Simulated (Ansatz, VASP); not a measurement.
# Zn in VASP and in Ansatz

INCAR

```
SYSTEM = Zn
  PREC = Accurate
  ENCUT = 520
  EDIFF = 1E-6
  ISMEAR = -1
  SIGMA = 0.1
  LREAL = .FALSE.
  LASPH = .TRUE.
  NELM = 80
  ALGO = Normal
  ISIF = 2
  LWAVE = .FALSE.
  LCHARG = .FALSE.
  NBANDS = 12
```

The input KPOINTS:

```
Automatic mesh
0
G
  14 14 14
  0 0 0
```

Contents of POSCAR:

```
Zn
1.0
    2.5225912199      0.0000000000      0.0000000000
    0.0000000000      2.5225912199      0.0000000000
    0.0000000000      0.0000000000      2.5225912199
Zn
1
Direct
    0.0000000000      0.0000000000      0.0000000000
```

Input for Ansatz:

```yaml
crystal:
  lattice:
    - [2.5225912199, 0.0, 0.0]
    - [0.0, 2.5225912199, 0.0]
    - [0.0, 0.0, 2.5225912199]
  atoms:
    - { symbol: Zn, position: [0.0, 0.0, 0.0] }
hamiltonian:
  xc: lda
  pseudopotentials:
    kind: paw
    azcp:
      Zn: "pseudopotentials/Zn.paw.azcp"
basis:
  ecutwfc: 420
  fft_grid_basis: typed
kpoints:
  mp_grid: { grid: [14, 14, 14], shift: [0, 0, 0] }
magnetization:
  spin_polarized: false
scf:
  occupations: { method: fermi_dirac, width: 0.1 }
  lower_state_search: "off"
output:
  stress: true
  write_density: true
  write_potential: true
  elf: true
  volumetric_format: npy
```

Alike in both runs: task single point; functional LDA; k mesh 14 × 14 × 14; occupations fermi-dirac, width 0.1 eV; no spin polarisation.

|  | VASP | Ansatz |
| --- | --- | --- |
| version | VASP 6.6.1 | Ansatz 0.2.0 |
| potentials or method | VASP PAW LDA potentials, release 64 (Zn), cutoff 520 eV | plane waves (420 eV) with PAW, scalar-relativistic |
| valence electrons in the cell | 12 | 12 |

Ansatz gave:

```
pressure (GPa) : 0.2
```

Estimate VASP's values.

pressure (GPa): 0.7.

Ansatz warns that its potentials were made for another functional, while VASP's fit it. LDA's correlation is that of Perdew and Zunger in VASP and of Perdew and Wang (1992) in Ansatz.
